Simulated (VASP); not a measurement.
# Ag (Fm-3m) in VASP: notebook

The runs below take Ag through single point, with PBE-based screened hybrid with 25 % exact exchange.

All numbers are computed with VASP 6.6.1; they aren't measurements. Logs are shortened: lines on timing, memory, paths and dates and some standing lists are left out, and cuts for length are marked.

## Step 1: The cell of the first run

The structure is cubic, space group Fm-3m (No. 225). The conventional cell has a = 4.002 Å, b = 4.002 Å, c = 4.002 Å, α = 90.00°, β = 90.00°, γ = 90.00°. Within 3.7 Å of Ag (site symmetry m-3m) lie 12 Ag at 2.83 Å.

## Step 2: Single point, PBE-based screened hybrid with 25 % exact exchange

The input, POSCAR:

```
Ag
1.0
    0.0000000000      2.0010495236      2.0010495236
    2.0010495236      0.0000000000      2.0010495236
    2.0010495236      2.0010495236      0.0000000000
Ag
1
Direct
    0.0000000000      0.0000000000      0.0000000000
```

The input, INCAR.step1:

```
PREC = Accurate
ENCUT = 520
EDIFF = 1E-5
ISMEAR = -1
SIGMA = 0.05
LREAL = F
LASPH = T
NELM = 60
ALGO = Normal
ISIF = 2
LWAVE = T
LCHARG = F
GGA = PE
NBANDS = 12
```

The input, INCAR.step2:

```
PREC = Accurate
ENCUT = 520
EDIFF = 1E-6
ISMEAR = -1
SIGMA = 0.05
LREAL = F
LASPH = T
NELM = 60
ALGO = Normal
ISIF = 2
LWAVE = F
LCHARG = F
GGA = PE
LHFCALC = T
AEXX = 0.25
HFSCREEN = 0.3
PRECFOCK = Normal
ISTART = 1
NBANDS = 12
```

The input, KPOINTS:

```
regular mesh
0
Gamma
  6 6 6
```

Potentials or basis: VASP PAW PBE potentials, release 64 (Ag).

Run with:

```bash
> cat potpaw_PBE.64/Ag/POTCAR > POTCAR
> cp INCAR.step1 INCAR
> mpirun -np 1 vasp_std > vasp.out
> cp INCAR.step2 INCAR
> mpirun -np 1 vasp_std > vasp.out
```

OUTCAR:

```text
PREC = Accurate
   ENCUT = 520
   EDIFF = 1E-6
   ISMEAR = -1
   LREAL = F
   LASPH = T
   NELM = 60
   ISIF = 2
   GGA = PE
   LHFCALC = T
   AEXX = 0.25
   HFSCREEN = 0.3
   PRECFOCK = Normal
   ISTART = 1

 ion  position               nearest neighbor table
   1  0.000  0.000  0.000-

  LATTYP: Found a face centered cubic cell.
 ALAT       =     4.0020990472

  Lattice vectors:

 A1 = (   0.0000000000,   2.0010495236,   2.0010495236)
 A2 = (   2.0010495236,   0.0000000000,   2.0010495236)
 A3 = (   2.0010495236,   2.0010495236,   0.0000000000)

Analysis of symmetry for initial positions (statically):
=====================================================================
 Subroutine PRICEL returns:
 Original cell was already a primitive cell.

 Routine SETGRP: Setting up the symmetry group for a
 face centered cubic supercell.

 Subroutine GETGRP returns: Found 48 space group operations
 (whereof 48 operations were pure point group operations)
 out of a pool of 48 trial point group operations.

The static configuration has the point symmetry O_h .

Analysis of symmetry for dynamics (positions and initial velocities):
=====================================================================
 Subroutine PRICEL returns:
 Original cell was already a primitive cell.

 Routine SETGRP: Setting up the symmetry group for a
 face centered cubic supercell.

 Subroutine GETGRP returns: Found 48 space group operations
 (whereof 48 operations were pure point group operations)
 out of a pool of 48 trial point group operations.

The dynamic configuration has the point symmetry O_h .

 Subroutine INISYM returns: Found 48 space group operations
 (whereof 48 operations are pure point group operations),
 and found     1 'primitive' translations

----------------------------------------------------------------------------------------

                                     Primitive cell

  volume of cell :      16.0252

  direct lattice vectors                    reciprocal lattice vectors
     0.000000000  2.001049524  2.001049524    -0.249868878  0.249868878  0.249868878
     2.001049524  0.000000000  2.001049524     0.249868878 -0.249868878  0.249868878
     2.001049524  2.001049524  0.000000000     0.249868878  0.249868878 -0.249868878

  length of vectors
     2.829911375  2.829911375  2.829911375     0.432785593  0.432785593  0.432785593

  position of ions in fractional coordinates (direct lattice)
     0.000000000  0.000000000  0.000000000
[... 82 lines left out ...]
   ISMEAR =    -1;   SIGMA  =   0.05  broadening in eV -4-tet -1-fermi 0-gaus
   EFERMI_NEDOS =   21; number of points for ismear=-14 and -15
   IALGO  =     38    algorithm
   IMIX   =      1    mixing-type and parameters
     AMIX     =   0.40;   BMIX     =  1.00
     AMIX_MAG =   1.60;   BMIX_MAG =  1.00
  volume/ion in A,a.u.               =      16.03       108.14
  Fermi-wavevector in a.u.,A,eV,Ry     =   1.444124  2.728999 28.374880  2.085495
  Thomas-Fermi vector in A             =   2.562455
   LORBIT       =      0    0 simple, 1 ext, 2 COOP (PROOUT), +10 PAW based schemes
   GGA     = PE    functional components
   LHFCALC =     T    Hartree Fock is set to
   PRECFOCK=normal    Normal, Fast or Accurate (Low or Medium for compatibility)
   ENCUT4O =  -1.0   cutoff for four orbital integrals eV
   NKREDX  =     1    reduce k-point grid by
   NKREDY  =     1    reduce k-point grid by
   NKREDZ  =     1    reduce k-point grid by
   AEXX    =    0.2500 exact exchange contribution
   HFSCREEN=    0.3000 screening length (either q_TF or 0.3 A-1)
   HFSCREENC=   0.3000 screening length for correlation (either q_TF or 0.3 A-1)
   ENCUTFOCK=  -1.0 apply spherical cutoff to Coloumb kernel
   IVDW    =     0    specifies the selected vdW correction
   LEPSILON=     F    determine dielectric tensor
   LRPA    =     F    only Hartree local field effects (RPA)
 non-spin polarized calculation
  energy-cutoff  :      520.00
  volume of cell :       16.03
 maximum number of plane-waves:       444
 NGX is ok and might be reduce to    24
  NGX = 16; NGY = 16; NGZ = 16

 number of electron      11.0000002 magnetization

 Free energy of the ion-electron system (eV)
  ---------------------------------------------------
  ext. energy  EPLUGINS =         0.00000000
  ---------------------------------------------------
  free energy    TOTEN  =        -2.64731299 eV

  energy without entropy =       -2.63993601  energy(sigma->0) =       -2.64362450

 E-fermi :   8.9304     XC(G=0): -10.4009

 val. band max:        8.9047899894   @ k =   0.5000   0.3333   0.1667
 cond. band min:       9.7711877348   @ k =   0.5000   0.1667   0.0000
 fundamental gap:      0.8663977454
 Fermi energy:         8.9303913325

 k-point     1 :       0.0000    0.0000    0.0000
  band No.  band energies     occupation
      1       0.1849      2.00000
      2       2.9487      2.00000
      3       2.9487      2.00000
      4       2.9487      2.00000
      5       4.1416      2.00000
      6       4.1416      2.00000
      7      26.1822      0.00000
      8      30.3060      0.00000
      9      30.3060      0.00000
     10      30.3060      0.00000
     11      35.1507      0.00000
     12      37.0651      0.00000
[... 211 lines left out ...]
 k-point    16 :      -0.3333    0.5000    0.1667
  band No.  band energies     occupation
      1       1.6473      2.00000
      2       1.8663      2.00000
      3       3.7368      2.00000
      4       4.4616      2.00000
      5       5.4129      2.00000
      6      13.6623      0.00000
      7      17.2862      0.00000
      8      18.1817      0.00000
      9      18.9126      0.00000
     10      31.0255      0.00000
     11      33.2208      0.00000
     12      36.8136      0.00000

------------------------ aborting loop because EDIFF is reached ----------------------------------------

  FORCE on cell =-STRESS in cart. coord.  units (eV):
  Direction    XX          YY          ZZ          XY          YZ          ZX
  --------------------------------------------------------------------------------------
  -------------------------------------------------------------------------------------
  Total        1.3144776      1.3144776      1.3144776      0.0000000     -0.0000000      0.0000000
  in kB      131.4196384    131.4196384    131.4196384      0.0000000     -0.0000000      0.0000000
  external PRESSURE =     131.4196384 kB  Pullay stress =       0.0000000 kB

 VOLUME and BASIS-vectors are now :
 -----------------------------------------------------------------------------
  energy-cutoff  :      520.00
  volume of cell :       16.03
      direct lattice vectors                 reciprocal lattice vectors
     0.000000000  2.001049524  2.001049524    -0.249868878  0.249868878  0.249868878
     2.001049524  0.000000000  2.001049524     0.249868878 -0.249868878  0.249868878
     2.001049524  2.001049524  0.000000000     0.249868878  0.249868878 -0.249868878

 POSITION                                       TOTAL-FORCE (eV/Angst)
 -----------------------------------------------------------------------------------
      0.00000      0.00000      0.00000         0.000000      0.000000      0.000000
 -----------------------------------------------------------------------------------
    total drift:                               -0.000000     -0.000000     -0.000000

  FREE ENERGIE OF THE ION-ELECTRON SYSTEM (eV)
  ---------------------------------------------------
  free  energy   TOTEN  =        -2.6473129937 eV

  energy  without entropy=       -2.6399360134  energy(sigma->0) =       -2.64362450
```

OSZICAR.step1:

```text
N       E                     dE             d eps       ncg     rms          rms(c)
DAV:   1     0.564987130163E+02    0.56499E+02   -0.54937E+03   384   0.832E+02
DAV:   2    -0.200765714802E+01   -0.58506E+02   -0.54716E+02   452   0.204E+02
DAV:   3    -0.284822656089E+01   -0.84057E+00   -0.84027E+00   448   0.263E+01
DAV:   4    -0.285045521587E+01   -0.22287E-02   -0.22286E-02   444   0.137E+00
DAV:   5    -0.285047026739E+01   -0.15052E-04   -0.15051E-04   452   0.105E-01    0.638E+00
DAV:   6    -0.259555913321E+01    0.25491E+00   -0.91535E-01   408   0.868E+00    0.398E+00
DAV:   7    -0.258361295689E+01    0.11946E-01   -0.16744E-02   452   0.120E+00    0.214E+00
DAV:   8    -0.258006853547E+01    0.35444E-02   -0.72038E-04   420   0.198E-01    0.117E-01
DAV:   9    -0.258007351858E+01   -0.49831E-05   -0.78774E-06   376   0.223E-02
   1 F= -.25800735E+01 E0= -.25763725E+01  d E =-.740194E-02
```

Run time: 12 min. Hardware: 1 thread of AMD EPYC 7R43 (Zen 3), shared host; peak memory 0.21 GiB.

Results:

* Free energy: -2.6473 eV
* Pressure: 13.1 GPa
* Band gap on the k mesh: zero (an odd number of electrons rules out a gap without spin polarisation)

Levels at points of the mesh, in eV from the Fermi level:
| k point | band 4 | band 5 | band 6 | band 7 | band 8 | band 9 |
| --- | --- | --- | --- | --- | --- | --- |
| (0.00, 0.00, 0.00) | -5.98 | -4.79 | -4.79 | 17.25 | 21.38 | 21.38 |
| (0.50, 0.00, 0.00) | -3.79 | -3.79 | -0.35 | 4.66 | 16.43 | 19.89 |
| (0.50, 0.50, 0.00) | -3.52 | -3.52 | 2.03 | 8.17 | 12.05 | 12.05 |

Caveat: the k points lie up to 0.45 Å⁻¹ apart, too coarse for converged energies and pressures of a metal; the PAW data sets were made with another functional, which shifts forces and pressure a little.

## Step 3: Single point, PBE-based screened hybrid with 25 % exact exchange

This run uses another cell than the first one, of 16.37 Å³/atom.

The input, POSCAR:

```
Ag
1.0
    0.0000000000      2.0151418859      2.0151418859
    2.0151418859      0.0000000000      2.0151418859
    2.0151418859      2.0151418859      0.0000000000
Ag
1
Direct
    0.0000000000      0.0000000000      0.0000000000
```

The input, INCAR.step1:

```
  PREC = Accurate
  ENCUT = 520
  EDIFF = 1E-5
  ISMEAR = -1
  SIGMA = 0.05
  LREAL = F
  LASPH = T
  NELM = 80
  ALGO = Normal
  ISIF = 2
  LWAVE = T
  GGA = PE
  NBANDS = 12
```

The input, INCAR.step2:

```
  PREC = Accurate
  ENCUT = 520
  EDIFF = 1E-6
  ISMEAR = -1
  SIGMA = 0.05
  LREAL = F
  LASPH = T
  NELM = 80
  ALGO = Normal
  ISIF = 2
  LWAVE = F
  LCHARG = T
  GGA = PE
  LHFCALC = T
  AEXX = 0.25
  HFSCREEN = 0.3
  PRECFOCK = Normal
  LELF = T
  LVHAR = T
  ISTART = 1
  NBANDS = 12
```

KPOINTS is that of step 2.

Potentials or basis: VASP PAW PBE potentials, release 64 (Ag).

Run with:

```bash
> cat potpaw_PBE.64/Ag/POTCAR > POTCAR
> cp INCAR.step1 INCAR
> mpirun -np 1 vasp_std > vasp.out
> cp INCAR.step2 INCAR
> mpirun -np 1 vasp_std > vasp.out
```

It took 12 min on 1 thread of AMD EPYC 7R43 (Zen 3), shared host; peak memory 0.2 GiB.

The run converged. Its results:

| Quantity | Value |
| --- | --- |
| Free energy | -2.6722 eV |
| Pressure | 10.0 GPa |
| Band gap on the k mesh | zero (an odd number of electrons rules out a gap without spin polarisation) |

Levels at points of the mesh, in eV from the Fermi level:
| k point | band 4 | band 5 | band 6 | band 7 | band 8 | band 9 |
| --- | --- | --- | --- | --- | --- | --- |
| (0.00, 0.00, 0.00) | -5.88 | -4.73 | -4.73 | 17.22 | 21.22 | 21.22 |
| (0.50, 0.00, 0.00) | -3.77 | -3.77 | -0.27 | 4.54 | 16.39 | 19.68 |
| (0.50, 0.50, 0.00) | -3.51 | -3.51 | 2.07 | 8.00 | 11.95 | 11.95 |

Caveat: the k points lie up to 0.45 Å⁻¹ apart, too coarse for converged energies and pressures of a metal; the PAW data sets were made with another functional, which shifts forces and pressure a little.

## Step 4: Single point, PBE-based screened hybrid with 25 % exact exchange

This run uses another cell than the first one, of 16.71 Å³/atom.

The input, POSCAR:

```
Ag
1.0
    0.0000000000      2.0290398554      2.0290398554
    2.0290398554      0.0000000000      2.0290398554
    2.0290398554      2.0290398554      0.0000000000
Ag
1
Direct
    0.0000000000      0.0000000000      0.0000000000
```

The input, INCAR.step1:

```
SYSTEM = Ag
PREC = Accurate
ENCUT = 520
EDIFF = 1E-5
ISMEAR = -1
SIGMA = 0.05
LREAL = .False.
LASPH = .True.
NELM = 60
ALGO = Normal
ISIF = 2
LWAVE = .True.
LCHARG = .False.
NBANDS = 12
GGA = PE
```

The input, INCAR.step2:

```
SYSTEM = Ag
PREC = Accurate
ENCUT = 520
EDIFF = 1E-6
ISMEAR = -1
SIGMA = 0.05
LREAL = .False.
LASPH = .True.
NELM = 60
ALGO = Normal
ISIF = 2
LWAVE = .False.
LCHARG = .False.
GGA = PE
LHFCALC = .True.
AEXX = 0.25
HFSCREEN = 0.3
PRECFOCK = Normal
NBANDS = 12
ISTART = 1
```

The input, KPOINTS:

```
regular mesh
0
Gamma
  6 6 6
  0 0 0
```

Run with:

```bash
> cat potpaw_PBE.64/Ag/POTCAR > POTCAR
> cp INCAR.step1 INCAR
> mpirun -np 1 vasp_std > vasp.out
> cp INCAR.step2 INCAR
> mpirun -np 1 vasp_std > vasp.out
```

Run time: 19 min. Hardware: 1 thread of AMD EPYC 7R43 (Zen 3), shared host; peak memory 0.21 GiB.

Results (log left out):

| Item | Value |
| --- | --- |
| Free energy | -2.6909 eV |
| Pressure | 7.3 GPa |
| Band gap on the k mesh | zero (an odd number of electrons rules out a gap without spin polarisation) |

Levels at points of the mesh, in eV from the Fermi level:
```tsv
k point	band 3	band 4	band 5	band 6	band 7	band 8	band 9	band 10
(0.00, 0.00, 0.00)	-5.79	-5.79	-4.68	-4.68	17.18	21.05	21.05	21.05
(0.50, 0.00, 0.00)	-5.82	-3.75	-3.75	-0.20	4.43	16.35	19.47	19.47
(0.50, 0.50, 0.00)	-3.82	-3.50	-3.50	2.10	7.84	11.85	11.85	18.66
```

Caveat: the k points lie up to 0.45 Å⁻¹ apart, too coarse for converged energies and pressures of a metal; the PAW data sets were made with another functional, which shifts forces and pressure a little.

## Step 5: Single point, PBE-based screened hybrid with 25 % exact exchange

This run uses another cell than the first one, of 17.05 Å³/atom.

The input, POSCAR:

```
Ag
1.0
    0.0000000000      2.0427500000      2.0427500000
    2.0427500000      0.0000000000      2.0427500000
    2.0427500000      2.0427500000      0.0000000000
Ag
1
Direct
    0.0000000000      0.0000000000      0.0000000000
```

The input, INCAR.step1:

```
  PREC = Accurate
  ENCUT = 520
  EDIFF = 1E-5
  ISMEAR = -1
  SIGMA = 0.05
  LREAL = False
  LASPH = True
  NELM = 80
  ALGO = Normal
  ISIF = 2
  LWAVE = True
  GGA = PE
  NBANDS = 12
```

The input, INCAR.step2:

```
  PREC = Accurate
  ENCUT = 520
  EDIFF = 1E-7
  ISMEAR = -1
  SIGMA = 0.05
  LREAL = False
  LASPH = True
  NELM = 80
  ALGO = Normal
  ISIF = 2
  LWAVE = False
  LCHARG = True
  GGA = PE
  LHFCALC = True
  AEXX = 0.25
  HFSCREEN = 0.3
  PRECFOCK = Normal
  LELF = True
  LVHAR = True
  ISTART = 1
  NBANDS = 12
```

The input, KPOINTS:

```
regular mesh
0
Gamma
  6 6 6
```

Run with:

```bash
> cat potpaw_PBE.64/Ag/POTCAR > POTCAR
> cp INCAR.step1 INCAR
> mpirun -np 1 vasp_std > vasp.out
> cp INCAR.step2 INCAR
> mpirun -np 1 vasp_std > vasp.out
```

It took 24 min on 1 thread of AMD EPYC 7R43 (Zen 3), shared host; peak memory 0.21 GiB.

The run converged. Its results:

```
Free energy            : -2.7042 eV
Pressure               : 5.0 GPa
Band gap on the k mesh : zero (an odd number of electrons rules out a gap without spin polarisation)
```

Levels at points of the mesh, in eV from the Fermi level:
| k point | band 4 | band 5 | band 6 | band 7 | band 8 | band 9 |
| --- | --- | --- | --- | --- | --- | --- |
| (0.00, 0.00, 0.00) | -5.70 | -4.63 | -4.63 | 17.13 | 20.89 | 20.89 |
| (0.50, 0.00, 0.00) | -3.74 | -3.74 | -0.13 | 4.32 | 16.30 | 19.25 |
| (0.50, 0.50, 0.00) | -3.49 | -3.49 | 2.13 | 7.68 | 11.75 | 11.75 |

Caveat: the k points lie up to 0.44 Å⁻¹ apart, too coarse for converged energies and pressures of a metal; the PAW data sets were made with another functional, which shifts forces and pressure a little.

## Step 6: Overview

| cell | gap on the mesh (eV) | pressure (GPa) |
| --- | --- | --- |
| a = 2.830 Å, angles 60.0°, 1 atom | none | 13.1 |
| a = 2.850 Å, angles 60.0°, 1 atom | none | 10.0 |
| a = 2.869 Å, angles 60.0°, 1 atom | none | 7.3 |
| a = 2.889 Å, angles 60.0°, 1 atom | none | 5.0 |

Alike in all rows: task single point; level PBE-based screened hybrid with 25 % exact exchange; potentials or basis VASP PAW PBE potentials, release 64 (Ag); no spin polarisation; k mesh 6 × 6 × 6; cutoff (eV) 520; smearing fermi-dirac 0.05 eV.

Caveats: all runs use coarse meshes; the PAW data sets were made with another functional, which shifts forces and pressure a little.

Total energies depend on the potentials used, so only differences within one code and one set of settings carry meaning.
